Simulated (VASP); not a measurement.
A run of VASP 6.6.1:

Contents of POSCAR:

```
Co
1.0
    2.4706706468      0.0000000000      0.0000000000
   -1.2353353234      2.1396635445      0.0000000000
    0.0000000000      0.0000000000      4.0360182824
Co
2
Direct
    0.3333333333      0.6666666667      0.7401390000
    0.6666666667      0.3333333333      0.2598610000
```

File INCAR.step1:

```
SYSTEM = Co
PREC     = Accurate       ! precision mode
ENCUT    = 520            ! plane-wave cutoff, eV
ISMEAR   = -1             ! smearing method
SIGMA    = 0.05           ! smearing width, eV
LREAL    = .FALSE.        ! projectors in reciprocal space
LASPH    = .TRUE.         ! aspherical terms in the spheres
NELM     = 150            ! most SCF steps
ISPIN    = 2              ! spin polarisation
MAGMOM   = 2 2            ! initial moments
LMAXMIX  = 4              ! l up to which the mixer works
NBANDS   = 20             ! bands
GGA      = PE             ! functional
ALGO     = Normal         ! electronic algorithm
EDIFF    = 1E-4           ! SCF threshold, eV
LWAVE    = .TRUE.         ! write WAVECAR
LCHARG   = .FALSE.        ! write CHGCAR
```

File INCAR.step2:

```
SYSTEM = Co
PREC     = Accurate       ! precision mode
ENCUT    = 520            ! plane-wave cutoff, eV
EDIFF    = 1E-7           ! SCF threshold, eV
ISMEAR   = -1             ! smearing method
SIGMA    = 0.05           ! smearing width, eV
LREAL    = .FALSE.        ! projectors in reciprocal space
LASPH    = .TRUE.         ! aspherical terms in the spheres
NELM     = 150            ! most SCF steps
ALGO     = Normal         ! electronic algorithm
ISIF     = 2              ! what is computed and relaxed
LWAVE    = .FALSE.        ! write WAVECAR
LCHARG   = .FALSE.        ! write CHGCAR
ISPIN    = 2              ! spin polarisation
MAGMOM   = 2 2            ! initial moments
LORBIT   = 11             ! projections on sites
LMAXMIX  = 4              ! l up to which the mixer works
METAGGA  = R2SCAN         ! meta-GGA
LMIXTAU  = .TRUE.       
NBANDS   = 20             ! bands
ISTART   = 1
```

KPOINTS

```
Automatic mesh
0
G
  12 12 7
  0 0 0
```

Potentials or basis: VASP PAW PBE potentials, release 64 (Co).

The run is started by

```bash
$ cat potpaw_PBE.64/Co/POTCAR > POTCAR
$ cp INCAR.step1 INCAR
$ mpirun -np 1 vasp_std > vasp.out
$ cp INCAR.step2 INCAR
$ mpirun -np 1 vasp_std > vasp.out
```

Hardware: 1 thread of Intel(R) Xeon(R) Platinum 8488C (Sapphire Rapids), with other jobs on the host.

Problem. Estimate the wall time of this run.

Solution. It took 4.3 min on 1 thread of Intel(R) Xeon(R) Platinum 8488C (Sapphire Rapids) (shared host), peak memory 0.18 GiB. Counts: k points 112.
